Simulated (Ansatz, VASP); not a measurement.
# TiB2: VASP beside Ansatz

```xyz
3
Lattice="3.0886 0.0000 0.0000 -1.5443 2.6748 0.0000 0.0000 0.0000 3.2917" Properties=species:S:1:pos:R:3 pbc="T T T"
Ti    0.0000    0.0000    0.0000
B     0.0000    1.7832    1.6459
B     1.5443    0.8916    1.6459
```

Change from the starting cell: volume scaled by 1.06.

Alike in both runs: task single point; functional PBEsol; k mesh 14 × 14 × 11; occupations fermi-dirac, width 0.03 eV; no spin polarisation.

```csv
,VASP,Ansatz
version,VASP 6.6.1,Ansatz 0.2.0
potentials or method,"VASP PAW PBE potentials, release 64 (Ti_sv, B), cutoff 520 eV","all-electron LAPW, scalar-relativistic"
```

|  | VASP | Ansatz | Ansatz less VASP |
| --- | --- | --- | --- |
| pressure (GPa) | -17.7 | -18.0 | -0.36 |
| traceless stress, the component that is largest in VASP (GPa) | 0.18 | 0.27 | +0.096 |

VASP's potentials were made for PBE, not for PBEsol. Ansatz ran all-electron here, and VASP with PAW potentials.
